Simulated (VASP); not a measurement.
TiO2: single point with PBE+U

TiO2:

```
Ti O
1.0
    -1.90885    1.90885    4.88879
     1.90885   -1.90885    4.88879
     1.90885    1.90885   -4.88879
Ti O
2 4
Direct
  0.00000 0.00000 0.00000
  0.75000 0.25000 0.50000
  0.20527 0.20527 0.00000
  0.95527 0.45527 0.50000
  0.54473 0.04473 0.50000
  0.79473 0.79473 0.00000
```

```
Program             : VASP 6.6.1
Task                : single point
Functional          : PBE
Potentials or basis : VASP PAW PBE potentials, release 64 (Ti_sv, O)
Cutoff              : 600 eV
k mesh              : 8 × 8 × 8
Occupations         : gaussian, width 0.02 eV
Spin                : no spin polarisation
Hubbard terms       : Ti d U = 4.0 eV
```

```
Pressure               : 4.0 GPa
Largest force          : 0.149 eV/Å
Band gap on the k mesh : 2.69 eV (least direct gap 2.96 eV)
```

Forces in eV/Å, atoms in the order of the input:
```
Ti   0.000  0.000  0.000
Ti   0.000  0.000  0.000
O    0.000  0.000  0.149
O    0.000  0.000  0.149
O    0.000  0.000 -0.149
O    0.000  0.000 -0.149
```

Stress tensor (GPa, compression positive):
```
4.28 0.00 0.00
0.00 4.28 0.00
0.00 0.00 3.35
```

Levels at points of the mesh, in eV from the valence-band top:
| k point | band 20 | band 21 | band 22 | band 23 | band 24 | band 25 | band 26 | band 27 | band 28 | band 29 |
| --- | --- | --- | --- | --- | --- | --- | --- | --- | --- | --- |
| (0.00, 0.00, 0.00) | -0.79 | -0.74 | -0.74 | -0.36 | -0.36 | 2.69 | 3.36 | 4.42 | 4.42 | 4.45 |
| (0.50, 0.00, 0.00) | -1.87 | -1.71 | -0.86 | -0.81 | -0.65 | 3.70 | 3.88 | 3.99 | 4.01 | 4.63 |
| (0.50, 0.50, 0.00) | -2.44 | -1.88 | -1.88 | -0.04 | -0.04 | 3.71 | 3.71 | 4.12 | 4.12 | 5.20 |
| (0.50, 0.50, 0.50) | -1.38 | -1.21 | -1.21 | -0.07 | -0.07 | 3.01 | 3.01 | 4.23 | 4.23 | 4.66 |

Eigenvalues of the final occupation matrices:
```tsv
site	spin	trace	eigenvalues
site 1 d	1	0.79	0.10 0.10 0.10 0.24 0.25
site 1 d	2	0.79	0.10 0.10 0.10 0.24 0.25
site 2 d	1	0.79	0.10 0.10 0.10 0.24 0.25
site 2 d	2	0.79	0.10 0.10 0.10 0.24 0.25
```

Wall time 6.2 min on 1 thread of Oxide Virtual Turin-like Processor (shared host), peak memory 0.36 GiB.

Caveat: the cell stands under pressure. A k mesh can miss the band edges.
